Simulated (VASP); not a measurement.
# HfN (P6_3/mmc) in VASP: further runs

Runs on HfN. Level: PBEsol. Tasks: relaxation of cell and atoms.

All numbers are computed with VASP 6.6.1; they aren't measurements. Logs are shortened: lines on timing, memory, paths and dates and some standing lists are left out, and cuts for length are marked.

## (1) The cell of the first run

Symmetry: P6_3/mmc, No. 194, hexagonal system. Conventional cell: a = 3.134 Å, b = 3.134 Å, c = 5.417 Å, α = 90.00°, β = 90.00°, γ = 120.00°. Hf (site symmetry -6m2) has 6 N at 2.26 Å within 3.0 Å. N (site symmetry -3m) has 6 Hf at 2.26 Å and 2 N at 2.71 Å within 3.0 Å.

## (2) Relaxation of cell and atoms, PBEsol

INCAR

```
PREC = Accurate
ENCUT = 600
EDIFF = 1E-6
ISMEAR = 0
SIGMA = 0.1
LREAL = False
LASPH = True
NELM = 100
ALGO = Normal
ISIF = 3
LWAVE = False
LCHARG = False
GGA = PS
IBRION = 2
NSW = 60
EDIFFG = -0.01
```

KPOINTS

```
Automatic mesh
0
Gamma
  8 8 4
```

POSCAR

```
HfN
1.0
    3.1339100000      0.0000000000      0.0000000000
   -1.5669500000      2.7140400000      0.0000000000
    0.0000000000      0.0000000000      5.4167700000
Hf N
2 2
Direct
    0.6666666667      0.3333333333      0.7500000000
    0.3333333333      0.6666666667      0.2500000000
    0.0000000000      0.0000000000      0.0000000000
    0.0000000000      0.0000000000      0.5000000000
```

Potentials or basis: VASP PAW PBE potentials, release 64 (Hf_pv, N).

On the command line:

```
$ cat potpaw_PBE.64/Hf_pv/POTCAR potpaw_PBE.64/N/POTCAR > POTCAR
$ mpirun -np 1 vasp_std > vasp.out
```

OUTCAR:

```text
PREC = Accurate
   ENCUT = 600
   EDIFF = 1E-6
   ISMEAR = 0
   LREAL = False
   LASPH = True
   NELM = 100
   ISIF = 3
   GGA = PS
   IBRION = 2
   NSW = 60
   EDIFFG = -0.01

 ion  position               nearest neighbor table
   1  0.667  0.333  0.750-   3 2.26   4 2.26   3 2.26   4 2.26   3 2.26   4 2.26   2 3.26   2 3.26
                             2 3.26   2 3.26   2 3.26   2 3.26
   2  0.333  0.667  0.250-   3 2.26   4 2.26   3 2.26   4 2.26   3 2.26   4 2.26   1 3.26   1 3.26
                             1 3.26   1 3.26   1 3.26   1 3.26
   3  0.000  0.000  0.000-   2 2.26   1 2.26   2 2.26   1 2.26   1 2.26   2 2.26
   4  0.000  0.000  0.500-   2 2.26   1 2.26   2 2.26   1 2.26   1 2.26   2 2.26

  LATTYP: Found a hexagonal cell.
 ALAT       =     3.1339100000
 C/A-ratio  =     1.7284382768

  Lattice vectors:

 A1 = (   3.1339100000,   0.0000000000,   0.0000000000)
 A2 = (  -1.5669500000,   2.7140400000,   0.0000000000)
 A3 = (   0.0000000000,   0.0000000000,   5.4167700000)

Analysis of symmetry for initial positions (statically):
=====================================================================
 Subroutine PRICEL returns:
 Original cell was already a primitive cell.

 Routine SETGRP: Setting up the symmetry group for a
 hexagonal supercell.

 Subroutine GETGRP returns: Found 24 space group operations
 (whereof 12 operations were pure point group operations)
 out of a pool of 24 trial point group operations.

The static configuration has the point symmetry D_3d.
 The point group associated with its full space group is D_6h.

Analysis of symmetry for dynamics (positions and initial velocities):
=====================================================================
 Subroutine PRICEL returns:
 Original cell was already a primitive cell.

 Routine SETGRP: Setting up the symmetry group for a
 hexagonal supercell.

 Subroutine GETGRP returns: Found 24 space group operations
 (whereof 12 operations were pure point group operations)
 out of a pool of 24 trial point group operations.

The dynamic configuration has the point symmetry D_3d.
 The point group associated with its full space group is D_6h.

 Subroutine INISYM returns: Found 24 space group operations
 (whereof 12 operations are pure point group operations),
 and found     1 'primitive' translations

----------------------------------------------------------------------------------------

                                     Primitive cell

[... 98 lines left out ...]
   IBRION =      2    ionic relax: 0-MD 1-quasi-New 2-CG
   NFREE  =      1    steps in history (QN), initial steepest desc. (CG)
   ISIF   =      3    stress and relaxation
   ISYM   =      2    0-nonsym 1-usesym 2-fastsym
   POTIM  = 0.5000    time-step for ionic-motion
   TEBEG  =    0.0;   TEEND  =   0.0 temperature during run
   PSTRESS=    0.0 pullay stress
   NELECT =      30.0000    total number of electrons
   NUPDOWN=      -1.0000    fix difference up-down
   EMIN   =  10.00;   EMAX   =-10.00  energy-range for DOS
   EFERMI =   0.00;   METHOD = LEGACY
   ISMEAR =     0;   SIGMA  =   0.10  broadening in eV -4-tet -1-fermi 0-gaus
   EFERMI_NEDOS =   21; number of points for ismear=-14 and -15
   IALGO  =     38    algorithm
   IMIX   =      4    mixing-type and parameters
     AMIX     =   0.40;   BMIX     =  1.00
     AMIX_MAG =   1.60;   BMIX_MAG =  1.00
  volume/ion in A,a.u.               =      11.52        77.73
  Fermi-wavevector in a.u.,A,eV,Ry     =   1.418951  2.681429 27.394285  2.013423
  Thomas-Fermi vector in A             =   2.540023
   LORBIT       =      0    0 simple, 1 ext, 2 COOP (PROOUT), +10 PAW based schemes
   GGA     = PS    functional components
   LHFCALC =     F    Hartree Fock is set to
   AEXX    =    0.0000 exact exchange contribution
   IVDW    =     0    specifies the selected vdW correction
   LEPSILON=     F    determine dielectric tensor
   LRPA    =     F    only Hartree local field effects (RPA)
 conjugate gradient relaxation of ions
 non-spin polarized calculation
 Gauss-broadening in eV      SIGMA  =   0.10
  energy-cutoff  :      600.00
  volume of cell :       46.07
 maximum number of plane-waves:      1581
 NGX is ok and might be reduce to    28
   NGX = 13   NGY = 13   NGZ = 21

--------------------------------------- Ionic step        1  -------------------------------------------

 number of electron      30.0000002 magnetization

 Free energy of the ion-electron system (eV)
  ---------------------------------------------------
  ext. energy  EPLUGINS =         0.00000000
  ---------------------------------------------------
  free energy    TOTEN  =       -45.83836748 eV

  energy without entropy =      -45.82435080  energy(sigma->0) =      -45.83135914

------------------------ aborting loop because EDIFF is reached ----------------------------------------

  FORCE on cell =-STRESS in cart. coord.  units (eV):
  Direction    XX          YY          ZZ          XY          YZ          ZX
  --------------------------------------------------------------------------------------
  -------------------------------------------------------------------------------------
  Total       -1.1947785     -1.1947735     -1.3150479     -0.0000022      0.0000000     -0.0000000
  in kB      -41.5484488    -41.5482751    -45.7308203     -0.0000765      0.0000000     -0.0000000
  external PRESSURE =     -42.9425148 kB  Pullay stress =       0.0000000 kB
[... 63 lines left out ...]
--------------------------------------- Ionic step        3  -------------------------------------------

 number of electron      30.0000001 magnetization

 Free energy of the ion-electron system (eV)
  ---------------------------------------------------
  ext. energy  EPLUGINS =         0.00000000
  ---------------------------------------------------
  free energy    TOTEN  =       -45.84811848 eV

  energy without entropy =      -45.83376085  energy(sigma->0) =      -45.84093967

 E-fermi :   7.7292     XC(G=0): -12.9850

 val. band max:        7.7055781644   @ k =   0.3750   0.1250   0.5000
 cond. band min:       7.7322770340   @ k =   0.1250   0.0000   0.0000
 fundamental gap:      0.0266988697
 Fermi energy:         7.7292287810

 k-point     1 :       0.0000    0.0000    0.0000
  band No.  band energies     occupation
      1     -23.7378      2.00000
      2     -22.8126      2.00000
      3     -22.7128      2.00000
      4     -22.7128      2.00000
      5     -22.6481      2.00000
      6     -22.6481      2.00000
[... 505 lines left out ...]
      6     -22.8445      2.00000
[... 11 lines left out ...]
     18      12.0562      0.00000
     19      12.3396      0.00000

 [... further k-points ...]
[... 5 lines left out ...]
  --------------------------------------------------------------------------------------
  -------------------------------------------------------------------------------------
  Total        0.0069027      0.0069026     -0.0357388      0.0000000      0.0000000      0.0000000
  in kB        0.2437829      0.2437819     -1.2621944      0.0000004      0.0000000      0.0000000
  external PRESSURE =      -0.2582098 kB  Pullay stress =       0.0000000 kB
[... 19 lines left out ...]
  FREE ENERGIE OF THE ION-ELECTRON SYSTEM (eV)
  ---------------------------------------------------
  free  energy   TOTEN  =       -45.8481184836 eV

  energy  without entropy=      -45.8337608540  energy(sigma->0) =      -45.84093967

 reached required accuracy - stopping structural energy minimisation
```

It took 66 s on 1 thread of AMD EPYC 9R45 (Zen 5), shared host; peak memory 0.18 GiB.

Results:

| Quantity | Value |
| --- | --- |
| Free energy | -45.8481 eV |
| Relaxed volume | 11.34 Å³/atom |
| Relaxed cell | a = 3.118 Å, b = 3.118 Å, c = 5.387 Å, α = 90.00°, β = 90.00°, γ = 120.00° |
| Space group after relaxing (to 0.05 Å) | P6_3/mmc (No. 194) |
| Energy gained by relaxing | 2.4 meV/atom |
| Ionic steps | 3 |
| Pressure after relaxing | 0.0 GPa |
| Band gap on the k mesh | zero (band 15 reaches 9.80 eV, above the bottom of band 16 at 7.44 eV) |

Step by step:
| step | energy change (eV) | largest force (eV/Å) | pressure (GPa) | volume (Å³) |
| --- | --- | --- | --- | --- |
| 1 | 0.0000 | 0.0000 | -4.29 | 46.07 |
| 2 | 0.0260 | 0.0000 | 8.93 | 44.04 |
| 3 | -0.0098 | 0.0000 | -0.03 | 45.37 |

Final structure:
```xyz
4
Lattice="3.1183 0.0000 0.0000 -1.5592 2.7005 0.0000 0.0000 0.0000 5.3871" Properties=species:S:1:pos:R:3 pbc="T T T"
Hf    1.5592    0.9002    4.0403
Hf    0.0000    1.8004    1.3468
N    -1.5592    2.7005    5.3871
N    -1.5592    2.7005    2.6936
```

Levels at points of the mesh, in eV from the Fermi level:
| k point | band 13 | band 14 | band 15 | band 16 | band 17 | band 18 |
| --- | --- | --- | --- | --- | --- | --- |
| (0.00, 0.00, 0.00) | -3.45 | -1.54 | -0.48 | 0.88 | 0.88 | 1.32 |
| (0.50, 0.00, 0.00) | -3.09 | -2.69 | -2.24 | 2.68 | 2.97 | 4.70 |
| (0.00, 0.00, 0.50) | -4.27 | -4.27 | 2.07 | 2.07 | 3.12 | 3.12 |
| (0.50, 0.00, 0.50) | -4.35 | -4.35 | -0.10 | -0.10 | 5.00 | 5.00 |

Caveat: the PAW data sets were made with another functional, which shifts forces and pressure a little; spin-orbit coupling is left out, which moves the levels of the heavy elements.

(Part 1 of 2 ends here.)
